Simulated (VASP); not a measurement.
The system is HfO2.

```
Hf O
1.0
     5.21946    0.00000    0.00000
     0.00000    5.00476    0.00000
     0.00000    0.00000    5.03269
Hf O
4 8
Direct
  0.96699 0.73252 0.74144
  0.53301 0.73252 0.24144
  0.46699 0.26748 0.74144
  0.03301 0.26748 0.24144
  0.63213 0.92865 0.87927
  0.86787 0.92865 0.37927
  0.23395 0.53988 0.49229
  0.26605 0.53988 0.99229
  0.76605 0.46012 0.99229
  0.73395 0.46012 0.49229
  0.13213 0.07135 0.87927
  0.36787 0.07135 0.37927
```

Base run:

- Program: VASP 6.6.1
- Functional: revPBE
- Potentials or basis: VASP PAW PBE potentials, release 64 (Hf_pv, O)
- Cutoff: 520 eV
- k mesh: 4 × 5 × 4
- Occupations: fermi-dirac, width 0.05 eV
- Spin: no spin polarisation

Its results: band gap on the k mesh 4.55 eV (least direct gap 4.77 eV); pressure 10.0 GPa; largest force 0.083 eV/Å.

Question: The run is repeated on the same cell with these changes: k mesh from 4 × 5 × 4 to 5 × 6 × 5. What comes out?

Answer: Band gap on the k mesh 4.50 eV (least direct gap 4.69 eV); pressure 10.0 GPa; largest force 0.083 eV/Å.

Caveats: the cell stands under pressure; the PAW data sets were made with another functional, which shifts forces and pressure a little; spin-orbit coupling is left out, which moves the levels of the heavy elements.

A k mesh can miss the band edges.
